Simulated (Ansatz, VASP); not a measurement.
# PbS in VASP and in Ansatz

```
Pb S
1.0
     3.55098    0.00000    0.00000
    -1.77549    3.07524    0.00000
     0.00000    0.00000    6.66606
Pb S
2 2
Direct
  0.66667 0.33333 0.75000
  0.33333 0.66667 0.25000
  0.00000 0.00000 0.00000
  0.00000 0.00000 0.50000
```

Alike in both runs: task relaxation of cell and atoms; functional PBE; k mesh 6 × 6 × 4; occupations gaussian, width 0.1 eV; no spin polarisation.

|  | VASP | Ansatz |
| --- | --- | --- |
| version | VASP 6.6.1 | Ansatz 0.2.0 |
| potentials or method | VASP PAW PBE potentials, release 64 (Pb_d, S), cutoff 600 eV | scalar-relativistic, plane waves, PAW |
| valence electrons in the cell | 40 | 40 |

|  | VASP | Ansatz | Ansatz less VASP |
| --- | --- | --- | --- |
| gap on the k mesh at the Fermi level, each at its own relaxed structure (eV) | 0.23 | 0.23 | +0.004 |
| relaxed volume (Å³/atom) | 27.02 | 27.08 | +0.059 |
| relaxed cell length with the largest relative difference (Å) | 4.119 | 4.122 | +0.0034 |

Spin-orbit coupling is off throughout. Noted on VASP's run: the volume moved by over 15 % at a fixed basis, so the end points are rough.
